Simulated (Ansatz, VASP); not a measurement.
## Two plane-wave programs on SnTe

File POSCAR:

```
SnTe
1.0
    0.0000000000      3.5839840137      3.5839840137
    3.5839840137      0.0000000000      3.5839840137
    3.5839840137      3.5839840137      0.0000000000
Sn Te
1 1
Direct
    0.0000000000      0.0000000000      0.0000000000
    0.2500000000      0.2500000000      0.2500000000
```

The input INCAR.step1:

```
SYSTEM = SnTe
PREC = Accurate
ENCUT = 520
EDIFF = 1E-5
ISMEAR = -1
SIGMA = 0.02
LREAL = .False.
LASPH = .True.
NELM = 60
ALGO = Normal
ISIF = 2
LWAVE = .True.
GGA = PE
NBANDS = 17
```

INCAR.step2

```
SYSTEM = SnTe
PREC = Accurate
ENCUT = 520
EDIFF = 1E-7
ISMEAR = -1
SIGMA = 0.02
LREAL = .False.
LASPH = .True.
NELM = 60
ALGO = Normal
ISIF = 2
LWAVE = .False.
LCHARG = .True.
GGA = PE
LHFCALC = .True.
AEXX = 0.4
HFSCREEN = 0.3
PRECFOCK = Normal
LELF = .True.
LVHAR = .True.
ISTART = 1
NBANDS = 17
```

KPOINTS

```
Automatic mesh
0
Gamma
  4 4 4
  0 0 0
```

Input for Ansatz:

```yaml
crystal:
  lattice:
    - [0.0, 3.5839840137, 3.5839840137]
    - [3.5839840137, 0.0, 3.5839840137]
    - [3.5839840137, 3.5839840137, 0.0]
  atoms:
    - { symbol: Sn, position: [0.0, 0.0, 0.0] }
    - { symbol: Te, position: [0.25, 0.25, 0.25] }
kpoints:
  mp_grid: { grid: [4, 4, 4] }
hamiltonian:
  xc: { exchange: pbe, correlation: pbe, exx: { coeff: 0.4, omega: 0.3 } }
scf:
  occupations: { method: fermi_dirac, width: 0.02 }
  n_extra_bands: 4
output:
  forces: true
  stress: true
  eigenvalues: true
```

Alike in both runs: task single point; functional PBE-based screened hybrid with a share of 0.4 of exact exchange and HFSCREEN = 0.3; k mesh 4 × 4 × 4; occupations fermi-dirac, width 0.02 eV; no spin polarisation.

|  | VASP | Ansatz |
| --- | --- | --- |
| version | VASP 6.6.1 | Ansatz 0.2.0 |
| potentials or method | VASP PAW PBE potentials, release 64 (Sn_d, Te) | plane waves |
| plane-wave cutoff (eV) | 520 | 420 |
| valence electrons in the cell | 20 | 30 |

Ansatz gave:

```
pressure (GPa) : -0.2
```

Question: What did VASP give for the same quantities?

Answer: Pressure (GPa): -0.5.

VASP's potentials were made for PBE, not for PBE-based screened hybrid. The functional is the same, so the differences come from potentials, cutoffs and numerics. VASP's potentials hold 20 valence electrons a cell and Ansatz's 30, so a difference there can come from the potentials and not from the codes. Ansatz's warnings: stress exchange threshold loose, stress scf threshold loose.

Spin-orbit coupling is off throughout.
